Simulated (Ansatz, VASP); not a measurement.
## One calculation of Na4CdIr, two programs

```xyz
6
Lattice="0.0000 3.9890 3.9890 3.9890 0.0000 3.9890 3.9890 3.9890 0.0000" Properties=species:S:1:pos:R:3 pbc="T T T"
Na    4.9990    2.9789    2.9789
Na    4.9990    4.9990    4.9990
Na    2.9789    4.9990    2.9789
Na    2.9789    2.9789    4.9990
Cd    1.9945    1.9945    1.9945
Ir    0.0000    0.0000    0.0000
```

Alike in both runs: task relaxation of cell and atoms; functional PBE; k mesh 8 × 8 × 8; occupations gaussian, width 0.1 eV; no spin polarisation.

|  | VASP | Ansatz |
| --- | --- | --- |
| version | VASP 6.6.1 | Ansatz 0.2.0 |
| potentials or method | VASP PAW PBE potentials, release 64 (Na_pv, Cd, Ir), cutoff 600 eV | scalar-relativistic, plane waves, PAW |
| valence electrons in the cell | 49 | 73 |

VASP gave:

| Property | Result |
| --- | --- |
| gap on the k mesh at the Fermi level, each at its own relaxed structure (eV) | none |
| relaxed volume (Å³/atom) | 21.22 |
| relaxed length of the cell vector where the two differ most in proportion (Å) | 5.647 |

Problem. What did Ansatz give for the same quantities?

Solution. gap on the k mesh at the Fermi level, each at its own relaxed structure (eV): none; relaxed volume (Å³/atom): 21.21; relaxed length of the cell vector where the two differ most in proportion (Å): 5.646.

A gap of «none» marks a metal or a gap that the smearing closes. VASP's potentials hold 49 valence electrons a cell and Ansatz's 73, so a difference there can come from the potentials and not from the codes.

Neither program's run includes spin-orbit coupling.
